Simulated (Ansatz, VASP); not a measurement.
# Two plane-wave programs on Co

```
CELL_PARAMETERS angstrom
2.23266 0.00000 0.00000
0.00000 2.23266 0.00000
0.00000 0.00000 2.23266
ATOMIC_POSITIONS crystal
Co 0.00000 0.00000 0.00000
```

Alike in both runs: task single point; functional PBEsol; k mesh 15 × 15 × 15; occupations fermi-dirac, width 0.05 eV; collinear spin.

|  | VASP | Ansatz |
| --- | --- | --- |
| version | VASP 6.6.1 | Ansatz 0.2.0 |
| potentials or method | VASP PAW PBE potentials, release 64 (Co_sv), cutoff 690 eV | plane waves (420 eV) with PAW, scalar-relativistic |
| valence electrons in the cell | 17 | 17 |

Ansatz gave:

* pressure (GPa): 15.0
* net moment per atom (μB): 1.56
* size of the moment on the site where the two differ most (μB): 1.55

Which values does VASP return?

Pressure (GPa): 13.8; net moment per atom (μB): 1.55; size of the moment on the site where the two differ most (μB): 1.55.

VASP's potentials were made for PBE, not for PBEsol, and Ansatz warns of the same on its side. Site moments also hang on the region over which each program counts them.
